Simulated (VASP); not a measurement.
Input of a VASP 6.6.1 run:

The input INCAR:

```
SYSTEM = NaHF2
PREC     = Accurate       ! precision mode
ENCUT    = 520            ! plane-wave cutoff, eV
EDIFF    = 1E-7           ! SCF threshold, eV
ISMEAR   = 0              ! smearing method
SIGMA    = 0.01           ! smearing width, eV
LREAL    = .False.        ! projectors in reciprocal space
LASPH    = .True.         ! aspherical terms in the spheres
NELM     = 80             ! most SCF steps
ALGO     = Normal         ! electronic algorithm
ISIF     = 2              ! what is computed and relaxed
LWAVE    = .False.        ! write WAVECAR
LCHARG   = .False.        ! write CHGCAR
GGA      = PS             ! functional
NBANDS   = 19             ! bands
```

KPOINTS

```
Automatic mesh
0
Gamma
  8 8 8
  0 0 0
```

The input POSCAR:

```
NaHF2
1.0
    1.7477846108      1.0090839155      4.6001826244
   -1.7477846108      1.0090839155      4.6001826244
    0.0000000000     -2.0181678311      4.6001826244
Na H F
1 1 2
Direct
    0.0000000000      0.0000000000      0.0000000000
    0.5000000000      0.5000000000      0.5000000000
    0.4171081804      0.4171081804      0.4171081804
    0.5828918196      0.5828918196      0.5828918196
```

Potentials or basis: VASP PAW PBE potentials, release 64 (Na_pv, H, F).

Run with:

```sh
$ cat potpaw_PBE.64/Na_pv/POTCAR potpaw_PBE.64/H/POTCAR potpaw_PBE.64/F/POTCAR > POTCAR
$ mpirun -np 1 vasp_std > vasp.out
```

Q: Estimate the pressure.

A: -0.6 GPa.

Q: What does it give for the largest force?

A: 0.057 eV/Å.

Q: What does it give for the band gap on the k mesh?

A: 6.83 eV, indirect (least direct gap 7.01 eV).

Stress tensor (GPa, compression positive):
```
-0.66  0.00  0.00
 0.00 -0.66  0.00
 0.00  0.00 -0.39
```

Caveat: the PAW data sets were made with another functional, which shifts forces and pressure a little. Expect the measured gap to be larger: semilocal functionals such as PBEsol lack the derivative discontinuity.
